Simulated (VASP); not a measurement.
# PbS in VASP: notebook, part 2 of 2

VASP 6.6.1. The steps go on from the part before.

### Step 4. Single point, PBE, non-collinear spin, zero start, spin-orbit coupling

Input file INCAR:

```
SYSTEM = PbS
PREC     = Accurate       ! precision mode
ENCUT    = 520            ! plane-wave cutoff, eV
EDIFF    = 1E-6           ! SCF threshold, eV
ISMEAR   = 0              ! smearing method
SIGMA    = 0.02           ! smearing width, eV
LREAL    = .FALSE.        ! projectors in reciprocal space
LASPH    = .TRUE.         ! aspherical terms in the spheres
NELM     = 150            ! most SCF steps
ALGO     = Normal         ! electronic algorithm
ISIF     = 2              ! what is computed and relaxed
LWAVE    = .FALSE.        ! write WAVECAR
LCHARG   = .FALSE.        ! write CHGCAR
MAGMOM   = 0 0 0 0 0 0    ! initial moments
LORBIT   = 11             ! projections on sites
LSORBIT  = .TRUE.         ! spin-orbit coupling
GGA_COMPAT= .FALSE.      
LORBMOM  = .TRUE.       
GGA      = PE             ! functional
NBANDS   = 32             ! bands
```

Input file KPOINTS:

```
regular mesh
0
G
  12 12 12
  0 0 0
```

Input file POSCAR:

```
PbS
1.0
   -2.1240616417      2.1240616417      3.0043599809
    2.1240616417     -2.1240616417      3.0043599809
    2.1240616417      2.1240616417     -3.0043599809
Pb S
1 1
Direct
    0.5000000000      0.5000000000      0.0000000000
    0.0000000000      0.0000000000      0.0000000000
```

Potentials or basis: VASP PAW PBE potentials, release 64 (Pb_d, S).

Started as:

```
$ cat potpaw_PBE.64/Pb_d/POTCAR potpaw_PBE.64/S/POTCAR > POTCAR
$ mpirun -np 1 vasp_ncl > vasp.out
```

OUTCAR:

```text
SYSTEM = PbS
   PREC = Accurate
   ENCUT = 520
   EDIFF = 1E-6
   ISMEAR = 0
   LREAL = .FALSE.
   LASPH = .TRUE.
   NELM = 150
   ISIF = 2
   LORBIT = 11
   LSORBIT = .TRUE.
   GGA = PE

 ion  position               nearest neighbor table
   1  0.500  0.500  0.000-   2 3.00   2 3.00   2 3.00   2 3.00   2 3.00   2 3.00
   2  0.000  0.000  0.000-   1 3.00   1 3.00   1 3.00   1 3.00   1 3.00   1 3.00

  LATTYP: Found a body centered tetragonal cell.
 ALAT       =     4.2481232834
 C/A-ratio  =     1.4144410510

  Lattice vectors:

 A1 = (  -2.1240616417,   2.1240616417,   3.0043599809)
 A2 = (   2.1240616417,  -2.1240616417,   3.0043599809)
 A3 = (   2.1240616417,   2.1240616417,  -3.0043599809)

Analysis of symmetry for initial positions (statically):
=====================================================================
 Subroutine PRICEL returns:
 Original cell was already a primitive cell.

 Routine SETGRP: Setting up the symmetry group for a
 body centered tetragonal supercell.

[... 1105 lines left out ...]
     0.0000000     0.0000000     0.0000000     0.0000000     0.0000000     0.0000000     0.0000000
     0.0000000     0.0000000     0.0000000     0.0000000     0.0000000     0.0000000     0.0000000
     0.0000000     0.0000000     0.0000000     0.0000000     0.0000000     0.0000000     0.0000000
     0.0000000     0.0000000     0.0000000     0.0000000     0.0000000     0.0000000     0.0000000
     0.0000000     0.0000000     0.0000000     0.0000000     0.0000000     0.0000000     0.0000000
     0.0000000     0.0000000     0.0000000     0.0000000     0.0000000     0.0000000     0.0000000
     0.0000000     0.0000000     0.0000000     0.0000000     0.0000000     0.0000000     0.0000000

 Ion:    2  E_soc:     -0.0041325
 l=   1
     0.0000000    -0.0006887    -0.0006888
    -0.0006887     0.0000000    -0.0006887
    -0.0006888    -0.0006887     0.0000000
 l=   2
     0.0000000     0.0000000     0.0000000     0.0000000     0.0000000
     0.0000000     0.0000000     0.0000000     0.0000000     0.0000000
     0.0000000     0.0000000     0.0000000     0.0000000     0.0000000
     0.0000000     0.0000000     0.0000000     0.0000000     0.0000000
     0.0000000     0.0000000     0.0000000     0.0000000     0.0000000
 l=   3
     0.0000000     0.0000000     0.0000000     0.0000000     0.0000000     0.0000000     0.0000000
     0.0000000     0.0000000     0.0000000     0.0000000     0.0000000     0.0000000     0.0000000
     0.0000000     0.0000000     0.0000000     0.0000000     0.0000000     0.0000000     0.0000000
     0.0000000     0.0000000     0.0000000     0.0000000     0.0000000     0.0000000     0.0000000
     0.0000000     0.0000000     0.0000000     0.0000000     0.0000000     0.0000000     0.0000000
     0.0000000     0.0000000     0.0000000     0.0000000     0.0000000     0.0000000     0.0000000
     0.0000000     0.0000000     0.0000000     0.0000000     0.0000000     0.0000000     0.0000000

 total charge

# of ion       s       p       d       tot
------------------------------------------
    1        1.481   0.505   9.844  11.831
    2        1.352   2.321   0.000   3.673
--------------------------------------------------
tot          2.833   2.826   9.844  15.503

 magnetization (x)

# of ion       s       p       d       tot
------------------------------------------
    1       -0.000   0.000  -0.000  -0.000
    2        0.000  -0.000   0.000  -0.000
--------------------------------------------------
tot         -0.000   0.000  -0.000  -0.000

 magnetization (y)

# of ion       s       p       d       tot
------------------------------------------
    1        0.000  -0.000   0.000  -0.000
    2        0.000  -0.000   0.000  -0.000
--------------------------------------------------
tot          0.000  -0.000   0.000  -0.000

 magnetization (z)

# of ion       s       p       d       tot
------------------------------------------
    1       -0.000   0.000   0.000  -0.000
    2        0.000   0.000   0.000   0.000
--------------------------------------------------
tot         -0.000   0.000   0.000  -0.000
```

OSZICAR:

```text
N       E                     dE             d eps       ncg     rms          rms(c)
DAV:   1     0.207118462900E+03    0.20712E+03   -0.91517E+03 10440   0.133E+03
DAV:   2     0.137795435438E+02   -0.19334E+03   -0.18422E+03 10600   0.377E+02
DAV:   3    -0.851947973894E+01   -0.22299E+02   -0.21596E+02 13592   0.141E+02
DAV:   4    -0.955914834010E+01   -0.10397E+01   -0.10374E+01 12336   0.312E+01
DAV:   5    -0.960583260884E+01   -0.46684E-01   -0.46680E-01 15864   0.688E+00    0.430E+00
DAV:   6    -0.913245877607E+01    0.47337E+00   -0.11407E+00 15416   0.873E+00    0.275E+00
DAV:   7    -0.914239098401E+01   -0.99322E-02   -0.18520E-01 12784   0.233E+00    0.189E+00
DAV:   8    -0.914955577424E+01   -0.71648E-02   -0.36640E-02 14224   0.230E+00    0.931E-01
DAV:   9    -0.914595075627E+01    0.36050E-02   -0.77513E-03 15232   0.100E+00    0.293E-01
DAV:  10    -0.914586969361E+01    0.81063E-04   -0.17203E-03 14472   0.319E-01    0.647E-02
DAV:  11    -0.914601066775E+01   -0.14097E-03   -0.22646E-04 12696   0.988E-02    0.344E-02
DAV:  12    -0.914601639249E+01   -0.57247E-05   -0.18639E-05 13440   0.543E-02    0.872E-03
DAV:  13    -0.914601655906E+01   -0.16656E-06   -0.18294E-06 11656   0.155E-02
   1 F= -.91460166E+01 E0= -.91460166E+01  d E =-.806759E-10  mag=     0.0000    -0.0000     0.0000
```

Wall time 12 min (1 thread of Oxide Virtual Turin-like, shared host); peak memory 0.54 GiB.

What came out:

```yaml
Free_energy: -9.1460 eV
Pressure: -0.2 GPa
Net_moment: 0.00 μB per cell
Valence_electrons_inside_the_program's_atomic_spheres: Pb 11.83; S 3.67
```

Moments on the atoms (μB; x, y, z):
```
Pb  0.00 0.00 0.00
S   0.00 0.00 0.00
```

### Step 5. The runs side by side

```csv
task,spin,cell,cutoff (eV),gap on the mesh (eV),pressure (GPa)
relaxation of cell and atoms,off,"relaxed from a = 4.248 Å, angles 120.0, 120.0, 90.0°, 2 atoms, atomic positions A",600,0.50,0.0
relaxation of cell and atoms,off,"relaxed from a = 4.249 Å, angles 120.0, 120.0, 90.0°, 2 atoms, atomic positions B",600,0.50,0.0
single point,"non-collinear, zero start, SOC","a = 4.248 Å, angles 120.0, 120.0, 90.0°, 2 atoms, atomic positions A",520,-,-0.2
```

Alike in all rows: level PBE; potentials or basis VASP PAW PBE potentials, release 64 (Pb_d, S); k mesh 12 × 12 × 12; smearing gaussian 0.02 eV.

Caveats: spin-orbit coupling is left out, which moves the levels of the heavy elements (at least some runs); the relaxation stopped at its first step, so nothing moved (at least some runs).

Absolute energies hang on the potentials; compare differences alone.
